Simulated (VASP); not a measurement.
Wanted: the native input for a VASP 6.6.1 run.

```
Task                   : single point
Functional             : PBE
Potentials or basis    : VASP PAW PBE potentials, release 64 (Si, Ni)
Cutoff                 : 520 eV
k mesh                 : 7 × 7 × 7
Occupations            : fermi-dirac, width 0.05 eV
Spin                   : collinear spin, ferromagnetic start
Starting moments       : [0.0, 0.8, 0.8, 0.8] μB
Fixed moment           : 2.4 μB
Dipole correction      : no
Further INCAR settings : ALGO = Normal; EDIFF = 1e-07; NBANDS = 29
```

The structure of SiNi3 lies in POSCAR:

```
SiNi3
1.0
    3.5420000000      0.0000000000      0.0000000000
    0.0000000000      3.5420000000      0.0000000000
    0.0000000000      0.0000000000      3.5420000000
Si Ni
1 3
Direct
    0.0000000000      0.0000000000      0.0000000000
    0.0000000000      0.5000000000      0.5000000000
    0.5000000000      0.0000000000      0.5000000000
    0.5000000000      0.5000000000      0.0000000000
```

The input as run:

INCAR

```
PREC = Accurate
ENCUT = 520
EDIFF = 1E-7
ISMEAR = -1
SIGMA = 0.05
LREAL = False
LASPH = True
NELM = 150
ALGO = Normal
ISIF = 2
LWAVE = False
LCHARG = True
ISPIN = 2
MAGMOM = 0 0.8 0.8 0.8
LORBIT = 11
NUPDOWN = 2.4
LMAXMIX = 4
GGA = PE
LELF = True
LVHAR = True
NBANDS = 29
```

KPOINTS

```
regular mesh
0
Gamma
  7 7 7
```

Potentials or basis: VASP PAW PBE potentials, release 64 (Si, Ni).

Run with:

```console
$ cat potpaw_PBE.64/Si/POTCAR potpaw_PBE.64/Ni/POTCAR > POTCAR
$ mpirun -np 1 vasp_std > vasp.out
```

Results of the run:

The pressure is -0.7 GPa. The net moment is 2.40 μB per cell and the site moments are Si +0.08; Ni +0.75 μB. The valence electrons inside the program's atomic spheres are Si 1.56; Ni 9.38.

Caveat: the total moment is fixed, so each spin has its own Fermi level.

Wall time 82 s on 1 thread of Intel(R) Xeon(R) Platinum 8488C (Sapphire Rapids), with other jobs on the host, peak memory 0.19 GiB.
